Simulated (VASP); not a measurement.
Set up this calculation in VASP 6.6.1, as the native input.

```yaml
Task: single point
Functional: PBEsol
Potentials_or_basis: VASP PAW PBE potentials, release 64 (Mg, S)
Cutoff: 520 eV
k_mesh: 5 × 5 × 5
Occupations: gaussian, width 0.01 eV
Spin: no spin polarisation
Dipole_correction: no
Further_INCAR_settings: ALGO = Normal; EDIFF = 1e-07; NBANDS = 11
```

The structure of MgS (Niningerite) lies in POSCAR:

```
MgS
1.0
    0.0000000000      2.5355243837      2.5355243837
    2.5355243837      0.0000000000      2.5355243837
    2.5355243837      2.5355243837      0.0000000000
Mg S
1 1
Direct
    0.0000000000      0.0000000000      0.0000000000
    0.5000000000      0.5000000000      0.5000000000
```

One way to write it, as run:

INCAR

```
  ALGO = Normal
  EDIFF = 1E-7
  ENCUT = 520
  GGA = PS
  ISIF = 2
  ISMEAR = 0
  LASPH = T
  LCHARG = T
  LELF = T
  LREAL = F
  LVHAR = T
  LWAVE = F
  NBANDS = 11
  NELM = 80
  PREC = Accurate
  SIGMA = 0.01
```

KPOINTS

```
k-points
0
Gamma
  5 5 5
```

Potentials or basis: VASP PAW PBE potentials, release 64 (Mg, S).

Run with:

```sh
$ cat potpaw_PBE.64/Mg/POTCAR potpaw_PBE.64/S/POTCAR > POTCAR
$ mpirun -np 1 vasp_std > vasp.out
```

Results of the run:

| Item | Value |
| --- | --- |
| Pressure | 5.7 GPa |
| Band gap on the k mesh | 3.28 eV, indirect (least direct gap 4.22 eV) |

Caveat: the k points lie up to 0.43 Å⁻¹ apart; the PAW data sets were made with another functional, which shifts forces and pressure a little.

Wall time 6.6 s on 1 thread of Intel Xeon 6975P-C, on a shared host, peak memory 0.15 GiB.
